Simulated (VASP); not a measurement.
# LuH2 in VASP: a series of runs, part 2 of 2

VASP 6.6.1. Earlier steps stand in the parts before.

### 3 Single point, PBEsol

File INCAR:

```
SYSTEM = LuH2
ALGO = Normal ; EDIFF = 1E-7
ENCUT = 520 ; GGA = PS
ISIF = 2 ; ISMEAR = 0
LASPH = .True. ; LCHARG = .False.
LREAL = .False. ; LWAVE = .False.
NBANDS = 20 ; NELM = 100
PREC = Accurate ; SIGMA = 0.1
```

File KPOINTS:

```
k-points
0
Gamma
  8 8 8
  0 0 0
```

File POSCAR:

```
LuH2
1.0
   -0.0034421256      2.4844868788      2.4694082605
    2.4690617705     -0.0037601351      2.4931982144
    2.5001566242      2.4600195824      0.0052172205
Lu H
1 2
Direct
   -0.0162326346      0.0244206534     -0.0074522657
    0.2340977904      0.2740304417      0.2425304790
    0.7338035202      0.7749756490      0.7414966704
```

Potentials or basis: VASP PAW PBE potentials, release 64 (Lu, H).

Started as:

```sh
> cat potpaw_PBE.64/Lu/POTCAR potpaw_PBE.64/H/POTCAR > POTCAR
> mpirun -np 1 vasp_std > vasp.out
```

OUTCAR:

```text
SYSTEM = LuH2
   EDIFF = 1E-7
   ENCUT = 520
   GGA = PS
   ISIF = 2
   ISMEAR = 0
   LASPH = .True.
   LREAL = .False.
   NELM = 100
   PREC = Accurate

 ion  position               nearest neighbor table
   1  0.984  0.024  0.993-   3 2.15   2 2.15   2 2.15   2 2.15   2 2.15   3 2.15   3 2.15   3 2.15

   2  0.234  0.274  0.243-   1 2.15   1 2.15   1 2.15   1 2.15
   3  0.734  0.775  0.741-   1 2.15   1 2.15   1 2.15   1 2.15

  LATTYP: Found a triclinic cell.
 ALAT       =     6.0675488910
 B/A-ratio  =     0.5771034607
 C/A-ratio  =     1.7373645783
 COS(alpha) =     0.0000839256
 COS(beta)  =     0.4822529719
 COS(gamma) =     0.8654243071

  Lattice vectors:

 A1 = (  -2.5312514779,  -4.9237992999,   2.4827637734)
 A2 = (  -0.0310948537,  -2.4637797175,   2.4879809939)
 A3 = (  -9.9418789150,  -2.4280320158,  -2.5274226093)

Analysis of symmetry for initial positions (statically):
=====================================================================
 Subroutine PRICEL returns:
 Original cell was already a primitive cell.

 Routine SETGRP: Setting up the symmetry group for a
 triclinic supercell.

 Subroutine GETGRP returns: Found  1 space group operations
 (whereof  1 operations were pure point group operations)
 out of a pool of  2 trial point group operations.

The static configuration has the point symmetry C_1 .

Analysis of symmetry for dynamics (positions and initial velocities):
=====================================================================
 Subroutine PRICEL returns:
 Original cell was already a primitive cell.

 Routine SETGRP: Setting up the symmetry group for a
 triclinic supercell.

 Subroutine GETGRP returns: Found  1 space group operations
 (whereof  1 operations were pure point group operations)
 out of a pool of  2 trial point group operations.

The dynamic configuration has the point symmetry C_1 .

 Subroutine INISYM returns: Found  1 space group operations
 (whereof  1 operations are pure point group operations),
 and found     1 'primitive' translations

----------------------------------------------------------------------------------------

                                     Primitive cell

  volume of cell :      30.4981

  direct lattice vectors                    reciprocal lattice vectors
    -0.003442126  2.484486879  2.469408260    -0.201105339  0.203963493  0.199466064
     2.469061771 -0.003760135  2.493198214     0.198760753 -0.202436219  0.203949382
     2.500156624  2.460019582  0.005217220     0.203409334  0.200199296 -0.201138213

  length of vectors
     3.502950764  3.508891207  3.507492938     0.349043228  0.349401789  0.349158554

  position of ions in fractional coordinates (direct lattice)
     0.983767365  0.024420653  0.992547734
     0.234097790  0.274030442  0.242530479
     0.733803520  0.774975649  0.741496670

  ion indices of the primitive-cell ions
   primitive index   ion index
                 1           1
                 2           2
                 3           3

----------------------------------------------------------------------------------------

 KPOINTS: k-points

Automatic generation of k-mesh.
 Grid dimensions read from file:
 generate k-points for:    8    8    8

 Generating k-lattice:

  Cartesian coordinates                     Fractional coordinates (reciprocal lattice)
    -0.025138167  0.025495437  0.024933258     0.125000000  0.000000000 -0.000000000
     0.024845094 -0.025304527  0.025493673     0.000000000  0.125000000 -0.000000000
     0.025426167  0.025024912 -0.025142277     0.000000000  0.000000000  0.125000000

  Length of vectors
     0.043630403  0.043675224  0.043644819

  Shift w.r.t. Gamma in fractional coordinates (k-lattice)
     0.000000000  0.000000000  0.000000000

 Subroutine IBZKPT returns following result:
 ===========================================

 Found    260 irreducible k-points:

 Following reciprocal coordinates:
            Coordinates               Weight
  0.000000  0.000000  0.000000      1.000000
  0.125000 -0.000000  0.000000      2.000000
  0.250000 -0.000000  0.000000      2.000000
  0.375000 -0.000000  0.000000      2.000000
  0.500000 -0.000000  0.000000      1.000000
  0.000000  0.125000 -0.000000      2.000000
[... 16 lines left out ...]
  0.125000  0.375000  0.000000      2.000000
  0.250000  0.375000  0.000000      2.000000
 [... further k-points ...]
   k-points           NKPTS =    260   k-points in BZ     NKDIM =    260   number of bands    NBANDS=     20
   number of dos      NEDOS =    301   number of ions     NIONS =      3
   total plane-waves  NPLWV =  21952
   dimension x,y,z NGX =    28 NGY =   28 NGZ =   28
   dimension x,y,z NGXF=    56 NGYF=   56 NGZF=   56
   ions per type =               1   2
   NGX,Y,Z   is equivalent  to a cutoff of  13.29, 13.27, 13.27 a.u.
   NGXF,Y,Z  is equivalent  to a cutoff of  26.58, 26.53, 26.54 a.u.
 SYSTEM =  LuH2
   PREC   = accura    normal or accurate (medium, high low for compatibility)
   ISTART =      0    job   : 0-new  1-cont  2-samecut
   ICHARG =      2    charge: 1-file 2-atom 10-const
   ISPIN  =      1    spin polarized calculation?
   LNONCOLLINEAR =      F non collinear calculations
   LSORBIT =      F    spin-orbit coupling
   LASPH  =      T    aspherical Exc in radial PAW
   ENCUT  =  520.0 eV  38.22 Ry    6.18 a.u.   6.51  6.52  6.52*2*pi/ulx,y,z
   NELM   =    100;   NELMIN=  2; NELMDL= -5     # of ELM steps
   EDIFF  = 0.1E-06   stopping-criterion for ELM
   LREAL  =      F    real-space projection
   EDIFFG = 0.1E-05   stopping-criterion for IOM
   NSW    =      0    number of steps for IOM
   IBRION =     -1    ionic relax: 0-MD 1-quasi-New 2-CG
   NFREE  =      0    steps in history (QN), initial steepest desc. (CG)
   ISIF   =      2    stress and relaxation
   ISYM   =      2    0-nonsym 1-usesym 2-fastsym
   POTIM  = 0.5000    time-step for ionic-motion
   TEBEG  =    0.0;   TEEND  =   0.0 temperature during run
   PSTRESS=    0.0 pullay stress
   NELECT =      27.0000    total number of electrons
   NUPDOWN=      -1.0000    fix difference up-down
   EMIN   =  10.00;   EMAX   =-10.00  energy-range for DOS
   EFERMI =   0.00;   METHOD = LEGACY
   ISMEAR =     0;   SIGMA  =   0.10  broadening in eV -4-tet -1-fermi 0-gaus
   EFERMI_NEDOS =   21; number of points for ismear=-14 and -15
   IALGO  =     38    algorithm
   IMIX   =      4    mixing-type and parameters
     AMIX     =   0.40;   BMIX     =  1.00
     AMIX_MAG =   1.60;   BMIX_MAG =  1.00
  volume/ion in A,a.u.               =      10.17        68.60
  Fermi-wavevector in a.u.,A,eV,Ry     =   1.571949  2.970552 33.620305  2.471023
  Thomas-Fermi vector in A             =   2.673456
   LORBIT       =      0    0 simple, 1 ext, 2 COOP (PROOUT), +10 PAW based schemes
   GGA     = PS    functional components
   LHFCALC =     F    Hartree Fock is set to
   AEXX    =    0.0000 exact exchange contribution
   IVDW    =     0    specifies the selected vdW correction
   LEPSILON=     F    determine dielectric tensor
   LRPA    =     F    only Hartree local field effects (RPA)
 non-spin polarized calculation
 Gauss-broadening in eV      SIGMA  =   0.10
  energy-cutoff  :      520.00
  volume of cell :       30.50
 maximum number of plane-waves:       869
 NGX is ok and might be reduce to    28
   NGX = 13   NGY = 13   NGZ = 13

 number of electron      27.0000000 magnetization

 Free energy of the ion-electron system (eV)
  ---------------------------------------------------
  ext. energy  EPLUGINS =         0.00000000
  ---------------------------------------------------
  free energy    TOTEN  =       -13.69401559 eV

  energy without entropy =      -13.68682592  energy(sigma->0) =      -13.69042076

 E-fermi :   2.7081     XC(G=0): -11.4082

 val. band max:        2.7026134861   @ k =  -0.0000   0.2500   0.3750
 cond. band min:       2.7217504226   @ k =   0.2500   0.3750   0.0000
 fundamental gap:      0.0191369365
 Fermi energy:         2.7081415618

 k-point     1 :       0.0000    0.0000    0.0000
  band No.  band energies     occupation
      1     -53.3162      2.00000
      2     -23.8146      2.00000
      3     -23.8140      2.00000
      4     -23.8133      2.00000
      5      -6.7674      2.00000
      6      -2.4477      2.00000
[... 12 lines left out ...]
     19      13.0506      0.00000
[... 513 lines left out ...]
      4     -23.9281      2.00000
      5      -3.8691      2.00000
      6      -2.5290      2.00000
[... 12 lines left out ...]
     19      11.4906      0.00000
     20      12.8856      0.00000

 [... further k-points ...]

------------------------ aborting loop because EDIFF is reached ----------------------------------------

  FORCE on cell =-STRESS in cart. coord.  units (eV):
  Direction    XX          YY          ZZ          XY          YZ          ZX
  --------------------------------------------------------------------------------------
  -------------------------------------------------------------------------------------
  Total        0.0272639      0.0484524      0.0402404      0.0088465     -0.0089615      0.0109020
  in kB        1.4322737      2.5453795      2.1139751      0.4647376     -0.4707787      0.5727226
  external PRESSURE =       2.0305428 kB  Pullay stress =       0.0000000 kB

 VOLUME and BASIS-vectors are now :
 -----------------------------------------------------------------------------
  energy-cutoff  :      520.00
  volume of cell :       30.50
      direct lattice vectors                 reciprocal lattice vectors
    -0.003442126  2.484486879  2.469408260    -0.201105339  0.203963493  0.199466064
     2.469061771 -0.003760135  2.493198214     0.198760753 -0.202436219  0.203949382
     2.500156624  2.460019582  0.005217220     0.203409334  0.200199296 -0.201138213

 POSITION                                       TOTAL-FORCE (eV/Angst)
 -----------------------------------------------------------------------------------
      2.53843      4.88575      2.49539        -0.008249     -0.006238      0.005019
      1.28216      1.17721      1.26256         0.001976     -0.000669      0.002063
      3.76479      3.64431      3.74810         0.006274      0.006908     -0.007082
 -----------------------------------------------------------------------------------
    total drift:                                0.000039      0.000029      0.000297

  FREE ENERGIE OF THE ION-ELECTRON SYSTEM (eV)
  ---------------------------------------------------
  free  energy   TOTEN  =       -13.6940155884 eV

  energy  without entropy=      -13.6868259230  energy(sigma->0) =      -13.69042076
```

OSZICAR:

```text
N       E                     dE             d eps       ncg     rms          rms(c)
DAV:   1     0.930690348225E+02    0.93069E+02   -0.10698E+04 13276   0.440E+03
DAV:   2    -0.642095509009E+01   -0.99490E+02   -0.96108E+02 11132   0.408E+02
DAV:   3    -0.141758156516E+02   -0.77549E+01   -0.76814E+01 11744   0.795E+01
DAV:   4    -0.144572552509E+02   -0.28144E+00   -0.28025E+00 14900   0.129E+01
DAV:   5    -0.144619339302E+02   -0.46787E-02   -0.46776E-02 12168   0.163E+00    0.702E+00
DAV:   6    -0.138526190961E+02    0.60931E+00   -0.90322E-01 16960   0.238E+01    0.348E+00
DAV:   7    -0.136939620271E+02    0.15866E+00   -0.30324E-01 15860   0.674E+00    0.732E-01
DAV:   8    -0.136934529815E+02    0.50905E-03   -0.53794E-02 13732   0.146E+00    0.230E-01
DAV:   9    -0.136939073910E+02   -0.45441E-03   -0.14817E-03 16204   0.762E-01    0.904E-02
DAV:  10    -0.136940127406E+02   -0.10535E-03   -0.27017E-04 16728   0.218E-01    0.276E-02
DAV:  11    -0.136940156200E+02   -0.28794E-05   -0.24974E-05 13768   0.416E-02    0.109E-02
DAV:  12    -0.136940156718E+02   -0.51805E-07   -0.25674E-06 16204   0.529E-02    0.134E-03
DAV:  13    -0.136940155884E+02    0.83459E-07   -0.39472E-07 14600   0.462E-03
   1 F= -.13694016E+02 E0= -.13690421E+02  d E =-.718967E-02
```

stdout:

```text
POSCAR found type information on POSCAR LuH
 POSCAR found :  2 types and       3 ions
 scaLAPACK will be used
 -----------------------------------------------------------------------------
|                                                                             |
|                                                                             |
|     You enforced a specific xc type in the INCAR file but a different       |
|     I HOPE YOU KNOW WHAT YOU ARE DOING!                                     |
|                                                                             |
 -----------------------------------------------------------------------------

 LDA part: xc-table for (Slater+PW92), standard interpolation
 POSCAR, INCAR and KPOINTS ok, starting setup
 FFT: planning ... GRIDC
 FFT: planning ... GRID_SOFT
 FFT: planning ... GRID
 WAVECAR not read
 entering main loop
```

Wall time 73 s (1 thread of Intel Xeon 6975P-C (Granite Rapids), shared host); peak memory 0.3 GiB.

Results:

```yaml
Free_energy: -13.6940 eV
Pressure: 0.2 GPa
Largest_force: 0.012 eV/Å
Band_gap_on_the_k_mesh: zero (an odd number of electrons rules out a gap without spin polarisation)
```

Forces on the atoms (eV/Å):
```
Lu  -0.008 -0.006  0.005
H    0.002 -0.001  0.002
H    0.006  0.007 -0.007
```

Caveat: the PAW data sets were made with another functional, which shifts forces and pressure a little; spin-orbit coupling is left out, which moves the levels of the heavy elements.
